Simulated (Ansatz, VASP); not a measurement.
**Two plane-wave programs on Cl**

```
Cl
1.0
     7.33935    0.00000    0.00000
    -3.66967    6.35606    0.00000
     0.00000    0.00000    2.27226
Cl
3
Cartesian
  0.0000 0.0000 0.0000
  0.0000 4.2374 1.1361
  3.6697 2.1187 1.1361
```

Alike in both runs: functional PBE; k mesh 8 × 8 × 11; occupations fermi-dirac, width 0.05 eV; no spin polarisation.

Ansatz relaxed the structure, and its values are those at the end. VASP's run is a single point on that final structure, the one shown.

```csv
,VASP,Ansatz
version,VASP 6.6.1,Ansatz 0.2.0
potentials or method,"VASP PAW PBE potentials, release 64 (Cl)","PAW with Ansatz's default frozen-core files, scalar-relativistic"
plane-wave cutoff (eV),520,420
valence electrons in the cell,21,21
```

|  | VASP | Ansatz | Ansatz less VASP |
| --- | --- | --- | --- |
| pressure (GPa) | -0.1 | 0.0 | +0.13 |
